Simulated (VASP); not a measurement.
Input of a VASP 6.6.1 run:

The input INCAR:

```
SYSTEM = Zn
  ALGO = Normal
  EDIFF = 1E-6
  EDIFFG = -0.005
  ENCUT = 600
  GGA = PE
  IBRION = 2
  ISIF = 3
  ISMEAR = -1
  LASPH = .True.
  LCHARG = .False.
  LREAL = .False.
  LWAVE = .False.
  NELM = 80
  NSW = 32
  PREC = Accurate
  PSTRESS = 2800.0
  SIGMA = 0.1
```

File KPOINTS:

```
k-points
0
Gamma
  22 22 22
  0 0 0
```

POSCAR

```
Zn
1.0
   -1.2388288005      1.2388288005      1.2388288005
    1.2388288005     -1.2388288005      1.2388288005
    1.2388288005      1.2388288005     -1.2388288005
Zn
1
Direct
    0.0000000000      0.0000000000      0.0000000000
```

Potentials or basis: VASP PAW PBE potentials, release 64 (Zn).

The run is started by

```console
$ cat potpaw_PBE.64/Zn/POTCAR > POTCAR
$ mpirun -np 1 vasp_std > vasp.out
```

Task: Estimate the band gap on the k mesh.

Result: Zero (band 6 reaches 16.25 eV, above the bottom of band 7 at 11.31 eV).

Task: Predict the relaxed volume.

Result: 7.65 Å³/atom.

Final structure:
```
Zn
1.0
    -1.24103    1.24103    1.24103
     1.24103   -1.24103    1.24103
     1.24103    1.24103   -1.24103
Zn
1
Direct
  0.00000 0.00000 0.00000
```

Caveat: the cell is relaxed towards a set pressure, so the enthalpy falls and the energy may rise.
